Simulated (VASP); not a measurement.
Wanted: the native input for a VASP 6.6.1 run.

* Task: single point
* Functional: LDA
* Potentials or basis: VASP PAW LDA potentials, release 64 (Be, Te)
* Cutoff: 600 eV
* k mesh: 8 × 8 × 8
* Occupations: gaussian, width 0.05 eV
* Spin: no spin polarisation
* Dipole correction: no
* Further INCAR settings: ALGO = Normal; EDIFF = 1e-06; NBANDS = 11

The structure of BeTe lies in POSCAR:

```
BeTe
1.0
    0.0000000000      2.7700007385      2.7700007385
    2.7700007385      0.0000000000      2.7700007385
    2.7700007385      2.7700007385      0.0000000000
Be Te
1 1
Direct
    0.0000000000      0.0000000000      0.0000000000
    0.7500000000      0.7500000000      0.7500000000
```

The input as run:

INCAR

```
SYSTEM = BeTe
PREC = Accurate
ENCUT = 600
EDIFF = 1E-6
ISMEAR = 0
SIGMA = 0.05
LREAL = .FALSE.
LASPH = .TRUE.
NELM = 120
ALGO = Normal
ISIF = 2
LWAVE = .FALSE.
LCHARG = .FALSE.
NBANDS = 11
GGA_COMPAT = .FALSE.
```

KPOINTS

```
Automatic mesh
0
G
  8 8 8
  0 0 0
```

Potentials or basis: VASP PAW LDA potentials, release 64 (Be, Te).

Launch:

```console
$ cat potpaw_LDA.64/Be/POTCAR potpaw_LDA.64/Te/POTCAR > POTCAR
$ mpirun -np 1 vasp_std > vasp.out
```

Results of the run:

* Pressure: 0.8 GPa
* Band gap on the k mesh: 1.75 eV, indirect (least direct gap 3.54 eV)

Caveat: spin-orbit coupling is left out, which moves the levels of the heavy elements.

Run time: 6 s on 1 thread of Intel(R) Xeon(R) 6975P-C (Granite Rapids), with other jobs on the host, peak memory 0.15 GiB.
